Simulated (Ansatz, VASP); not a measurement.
**One calculation of ZrC, two programs**

```
Zr C
1.0
     3.39148    0.00000    0.00000
    -1.69574    2.93710    0.00000
     0.00000    0.00000    5.29005
Zr C
2 2
Direct
  0.66667 0.33333 0.75000
  0.33333 0.66667 0.25000
  0.00000 0.00000 0.50000
  0.00000 0.00000 0.00000
```

Alike in both runs: task single point; functional PBEsol; k mesh 5 × 5 × 3; occupations fermi-dirac, width 0.03 eV; no spin polarisation.

|  | VASP | Ansatz |
| --- | --- | --- |
| version | VASP 6.6.1 | Ansatz 0.2.0 |
| potentials or method | VASP PAW PBE potentials, release 64 (Zr_sv, C), cutoff 520 eV | all-electron LAPW, scalar-relativistic |

|  | VASP | Ansatz | Ansatz less VASP |
| --- | --- | --- | --- |
| gap on the k mesh at the Fermi level (eV) | none | none | - |
| pressure (GPa) | -7.6 | -7.8 | -0.28 |
| traceless stress, the component that is largest in VASP (GPa) | 1.29 | 1.31 | +0.015 |

VASP's potentials were made for PBE, not for PBEsol. A gap of «none» marks a metal or a gap that the smearing closes. Ansatz ran all-electron here, and VASP with PAW potentials.

The k mesh is coarse, so the values compare programs but aren't converged. Noted on Ansatz's run: the k mesh is thin for a metal, which can move the energy by tens of meV per atom.
